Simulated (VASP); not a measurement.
Write the native input for VASP 6.6.1 that does the following.

| Property | Result |
| --- | --- |
| Task | single point |
| Functional | PBEsol |
| Potentials or basis | VASP PAW PBE potentials, release 64 (Be, S) |
| Cutoff | 520 eV |
| k mesh | 10 × 10 × 10 |
| Occupations | gaussian, width 0.05 eV |
| Spin | no spin polarisation |
| Dipole correction | no |
| Further INCAR settings | ALGO = Normal; EDIFF = 1e-06; NBANDS = 11 |

The structure of BeS lies in POSCAR:

```
BeS
1.0
    0.0000000000      2.4412435914      2.5209041630
    2.5209041630      0.0000000000      2.5209041630
    2.5209041630      2.4412435914      0.0000000000
Be S
1 1
Direct
    0.0000000000      0.0000000000      0.0000000000
    0.7500000000      0.7500000000      0.7500000000
```

This cell differs from its parent crystal: volume 15.514 Å^3 an atom, c/a of the conventional cell 0.9684.

One way to write it, as run:

INCAR

```
SYSTEM = BeS
  PREC = Accurate
  ENCUT = 520
  EDIFF = 1E-6
  ISMEAR = 0
  SIGMA = 0.05
  LREAL = .False.
  LASPH = .True.
  NELM = 60
  ALGO = Normal
  ISIF = 2
  LWAVE = .False.
  LCHARG = .False.
  GGA = PS
  NBANDS = 11
```

KPOINTS

```
Automatic mesh
0
Gamma
  10 10 10
  0 0 0
```

Potentials or basis: VASP PAW PBE potentials, release 64 (Be, S).

Command:

```sh
$ cat potpaw_PBE.64/Be/POTCAR potpaw_PBE.64/S/POTCAR > POTCAR
$ mpirun -np 1 vasp_std > vasp.out
```

Results of the run:

| Property | Result |
| --- | --- |
| Pressure | -7.4 GPa |
| Band gap on the k mesh | 2.86 eV, indirect (least direct gap 4.92 eV) |

Caveat: the PAW data sets were made with another functional, which shifts forces and pressure a little.

Wall time 12 s on 1 thread of Intel(R) Xeon(R) 6975P-C (Granite Rapids) (shared host), peak memory 0.17 GiB.
